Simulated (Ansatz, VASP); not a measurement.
Two plane-wave programs on PbS

INCAR

```
ALGO = Normal ; EDIFF = 1E-6
ENCUT = 500 ; GGA_COMPAT = F
ISIF = 2 ; ISMEAR = 0
LASPH = T ; LCHARG = F
LREAL = F ; LWAVE = F
NBANDS = 17 ; NELM = 120
PREC = Accurate ; SIGMA = 0.03
```

The input KPOINTS:

```
k-points
0
Gamma
  12 12 12
```

The input POSCAR:

```
PbS
1.0
    0.0000000000      2.7552471316      2.7552471316
    2.7552471316      0.0000000000      2.7552471316
    2.7552471316      2.7552471316      0.0000000000
Pb S
1 1
Direct
    0.0000000000      0.0000000000      0.0000000000
    0.5000000000      0.5000000000      0.5000000000
```

Input for Ansatz:

```yaml
crystal:
  lattice:
    - [0.0, 2.7552471316, 2.7552471316]
    - [2.7552471316, 0.0, 2.7552471316]
    - [2.7552471316, 2.7552471316, 0.0]
  atoms:
    - { symbol: Pb, position: [0.0, 0.0, 0.0] }
    - { symbol: S, position: [0.5, 0.5, 0.5] }
scf:
  occupations: { method: gaussian, width: 0.03 }
output:
  forces: true
  stress: true
  eigenvalues: true
hamiltonian:
  xc: lda
basis:
  ecutwfc: 450
kpoints:
  mp_grid: { grid: [12, 12, 12] }
```

Alike in both runs: task single point; functional LDA; k mesh 12 × 12 × 12; occupations gaussian, width 0.03 eV; no spin polarisation.

```csv
,VASP,Ansatz
version,VASP 6.6.1,Ansatz 0.2.0
potentials or method,"VASP PAW LDA potentials, release 64 (Pb_d, S), cutoff 500 eV","scalar-relativistic, plane waves, PAW"
valence electrons in the cell,20,20
```

|  | VASP | Ansatz | Ansatz less VASP |
| --- | --- | --- | --- |
| gap on the k mesh at the Fermi level (eV) | 0.42 | 0.44 | +0.022 |
| least direct gap on the mesh (eV) | 0.42 | 0.44 | +0.022 |
| pressure (GPa) | 16.8 | 16.7 | -0.14 |

LDA's correlation is that of Perdew and Zunger in VASP and of Perdew and Wang (1992) in Ansatz.

Neither program's run includes spin-orbit coupling.
